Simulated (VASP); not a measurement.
Set up this calculation in VASP 6.6.1, as the native input.

```yaml
Task: single point
Functional: revPBE
Dispersion: D4
Potentials_or_basis: VASP PAW PBE potentials, release 64 (Cd, Se)
Cutoff: 520 eV
k_mesh: 8 × 8 × 8
Occupations: fermi-dirac, width 0.05 eV
Spin: no spin polarisation
Dipole_correction: no
Further_INCAR_settings: ALGO = Normal; EDIFF = 1e-07; NBANDS = 16
```

The structure of CdSe lies in POSCAR:

```
CdSe
1.0
    0.0000000000      3.0542142245      3.0542142245
    3.0542142245      0.0000000000      3.0542142245
    3.0542142245      3.0542142245      0.0000000000
Cd Se
1 1
Direct
    0.0000000000      0.0000000000      0.0000000000
    0.2500000000      0.2500000000      0.2500000000
```

One way to write it, as run:

INCAR

```
ALGO = Normal
EDIFF = 1E-7
ENCUT = 520
GGA = RE
ISIF = 2
ISMEAR = -1
IVDW = 13
LASPH = True
LCHARG = False
LREAL = False
LWAVE = False
NBANDS = 16
NELM = 60
PREC = Accurate
SIGMA = 0.05
```

KPOINTS

```
k-points
0
Gamma
  8 8 8
```

Potentials or basis: VASP PAW PBE potentials, release 64 (Cd, Se).

Run with:

```console
$ cat potpaw_PBE.64/Cd/POTCAR potpaw_PBE.64/Se/POTCAR > POTCAR
$ mpirun -np 1 vasp_std > vasp.out
```

It gave:

The pressure is 0.3 GPa and the band gap on the k mesh is 0.71 eV. The dispersion energy per atom is -0.533 eV.

Caveat: the PAW data sets were made with another functional, which shifts forces and pressure a little.

Run time: 42 s on 1 thread of AMD EPYC 7R13 Processor (Zen 3) (shared host), peak memory 0.15 GiB.
